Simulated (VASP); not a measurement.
Here is a VASP 6.6.1 calculation.

INCAR

```
  PREC = Accurate
  ENCUT = 520
  EDIFF = 1E-6
  ISMEAR = 0
  SIGMA = 0.02
  LREAL = False
  LASPH = True
  NELM = 150
  ALGO = Normal
  ISIF = 2
  LWAVE = False
  LCHARG = False
  LMAXMIX = 4
  LDAU = True
  LDAUTYPE = 2
  LDAUL = 2 -1
  LDAUU = 4 0
  LDAUJ = 0 0
  LDAUPRINT = 1
  GGA = PE
  NBANDS = 60
```

KPOINTS

```
Automatic mesh
0
Gamma
  6 6 4
```

Contents of POSCAR:

```
TiO2
1.0
    3.7607306762      0.0000000000      0.0000000000
    0.0000000000      3.7607306762      0.0000000000
    0.0000000000      0.0000000000      9.9777726344
Ti O
4 8
Direct
    0.0000000000      0.0000000000      0.0000000000
    0.0000000000      0.5000000000      0.2500000000
    0.5000000000      0.5000000000      0.5000000000
    0.5000000000      0.0000000000      0.7500000000
    0.0000000000      0.5000000000      0.4529448684
    0.0000000000      0.0000000000      0.2029448684
    0.0000000000      0.5000000000      0.0470551316
    0.5000000000      0.5000000000      0.2970551316
    0.5000000000      0.0000000000      0.9529448684
    0.5000000000      0.5000000000      0.7029448684
    0.5000000000      0.0000000000      0.5470551316
    0.0000000000      0.0000000000      0.7970551316
```

Potentials or basis: VASP PAW PBE potentials, release 64 (Ti_sv, O).

Launch:

```console
$ cat potpaw_PBE.64/Ti_sv/POTCAR potpaw_PBE.64/O/POTCAR > POTCAR
$ mpirun -np 1 vasp_std > vasp.out
```

Question: Estimate the band gap on the k mesh.

Answer: 2.85 eV.

Question: Predict the largest force.

Answer: 0.117 eV/Å.

Eigenvalues of the final occupation matrices:
```csv
site,spin,trace,eigenvalues
site 1 d,1,0.80,0.10 0.10 0.11 0.24 0.25
site 1 d,2,0.80,0.10 0.10 0.11 0.24 0.25
site 2 d,1,0.80,0.10 0.10 0.11 0.24 0.25
site 2 d,2,0.80,0.10 0.10 0.11 0.24 0.25
site 3 d,1,0.80,0.10 0.10 0.11 0.24 0.25
site 3 d,2,0.80,0.10 0.10 0.11 0.24 0.25
site 4 d,1,0.80,0.10 0.10 0.11 0.24 0.25
site 4 d,2,0.80,0.10 0.10 0.11 0.24 0.25
```

 A k mesh can miss the band edges.
